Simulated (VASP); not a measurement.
Here is a VASP 6.6.1 calculation.

File POSCAR:

```
SiC
1.0
    0.0000000000      2.2433939153      2.1344433457
    2.2433939153      0.0000000000      2.1344433457
    2.2433939153      2.2433939153      0.0000000000
Si C
1 1
Direct
    0.0000000000      0.0000000000      0.0000000000
    0.2500000000      0.2500000000      0.2500000000
```

The input INCAR.step1:

```
SYSTEM = SiC
ALGO     = Normal         ! electronic algorithm
EDIFF    = 1E-4           ! SCF threshold, eV
ENCUT    = 520            ! plane-wave cutoff, eV
GGA      = PE             ! functional
ISMEAR   = 0              ! smearing method
LASPH    = .TRUE.         ! aspherical terms in the spheres
LCHARG   = .FALSE.        ! write CHGCAR
LREAL    = .FALSE.        ! projectors in reciprocal space
LWAVE    = .TRUE.         ! write WAVECAR
NBANDS   = 11             ! bands
NELM     = 80             ! most SCF steps
PREC     = Accurate       ! precision mode
SIGMA    = 0.01           ! smearing width, eV
```

The input INCAR.step2:

```
SYSTEM = SiC
ALGO     = Normal         ! electronic algorithm
EDIFF    = 1E-6           ! SCF threshold, eV
ENCUT    = 520            ! plane-wave cutoff, eV
ISIF     = 2              ! what is computed and relaxed
ISMEAR   = 0              ! smearing method
ISTART   = 1            
LASPH    = .TRUE.         ! aspherical terms in the spheres
LCHARG   = .FALSE.        ! write CHGCAR
LMIXTAU  = .TRUE.       
LREAL    = .FALSE.        ! projectors in reciprocal space
LWAVE    = .FALSE.        ! write WAVECAR
METAGGA  = R2SCAN         ! meta-GGA
NBANDS   = 11             ! bands
NELM     = 80             ! most SCF steps
PREC     = Accurate       ! precision mode
SIGMA    = 0.01           ! smearing width, eV
```

Contents of KPOINTS:

```
k-points
0
G
  10 10 10
  0 0 0
```

Potentials or basis: VASP PAW PBE potentials, release 64 (Si, C).

Run with:

```bash
$ cat potpaw_PBE.64/Si/POTCAR potpaw_PBE.64/C/POTCAR > POTCAR
$ cp INCAR.step1 INCAR
$ mpirun -np 1 vasp_std > vasp.out
$ cp INCAR.step2 INCAR
$ mpirun -np 1 vasp_std > vasp.out
```

Question: What does it give for the pressure?

Answer: -8.5 GPa.

Question: What does it give for the band gap on the k mesh?

Answer: 1.24 eV, indirect (least direct gap 4.95 eV).

Stress tensor (GPa, compression positive):
```
-12.64   0.00   0.00
  0.00 -12.64   0.00
  0.00   0.00  -0.10
```

Caveat: the cell differs from its parent crystal (epitaxial xy strain +3.0%); the PAW data sets were made with another functional, which shifts forces and pressure a little. A k mesh can miss the band edges.
